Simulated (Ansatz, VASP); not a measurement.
# HgTe in VASP and in Ansatz

Contents of INCAR:

```
PREC     = Accurate       # precision mode
ENCUT    = 520            # plane-wave cutoff, eV
EDIFF    = 1E-6           # SCF threshold, eV
ISMEAR   = 0              # smearing method
SIGMA    = 0.025          # smearing width, eV
LREAL    = False          # projectors in reciprocal space
LASPH    = True           # aspherical terms in the spheres
NELM     = 60             # most SCF steps
ALGO     = Normal         # electronic algorithm
ISIF     = 2              # what is computed and relaxed
LWAVE    = False          # write WAVECAR
LCHARG   = False          # write CHGCAR
GGA      = PE             # functional
NBANDS   = 16             # bands
```

KPOINTS

```
regular mesh
0
Gamma
  7 7 7
```

File POSCAR:

```
HgTe
1.0
    0.0000000000      3.1800000000      3.1800000000
    3.1800000000      0.0000000000      3.1800000000
    3.1800000000      3.1800000000      0.0000000000
Hg Te
1 1
Direct
    0.0000000000      0.0000000000      0.0000000000
    0.5000000000      0.5000000000      0.5000000000
```

The input input.yaml:

```yaml
crystal:
  lattice:
    - [0.0, 3.18, 3.18]
    - [3.18, 0.0, 3.18]
    - [3.18, 3.18, 0.0]
  atoms:
    - { symbol: Hg, position: [0.0, 0.0, 0.0] }
    - { symbol: Te, position: [0.5, 0.5, 0.5] }
hamiltonian:
  xc: pbe
  pseudopotentials: { kind: paw }
kpoints:
  mp_grid: { grid: [7, 7, 7] }
scf:
  occupations: { method: gaussian, width: 0.025 }
output:
  forces: true
  stress: true
  eigenvalues: true
```

Alike in both runs: task single point; functional PBE; k mesh 7 × 7 × 7; occupations gaussian, width 0.025 eV; no spin polarisation.

|  | VASP | Ansatz |
| --- | --- | --- |
| version | VASP 6.6.1 | Ansatz 0.2.0 |
| potentials or method | VASP PAW PBE potentials, release 64 (Hg, Te) | Ansatz PAW |
| plane-wave cutoff (eV) | 520 | 420 |
| valence electrons in the cell | 18 | 36 |

Ansatz gave:

| Property | Result |
| --- | --- |
| gap on the k mesh at the Fermi level (eV) | none |
| pressure (GPa) | -3.8 |

**Question.** What did VASP give for the same quantities?

**Answer.** gap on the k mesh at the Fermi level (eV): none; pressure (GPa): -3.7.

A gap of «none» marks a metal or a gap that the smearing closes. VASP's potentials hold 18 valence electrons a cell and Ansatz's 36, so a difference there can come from the potentials and not from the codes.

Neither program's run includes spin-orbit coupling.
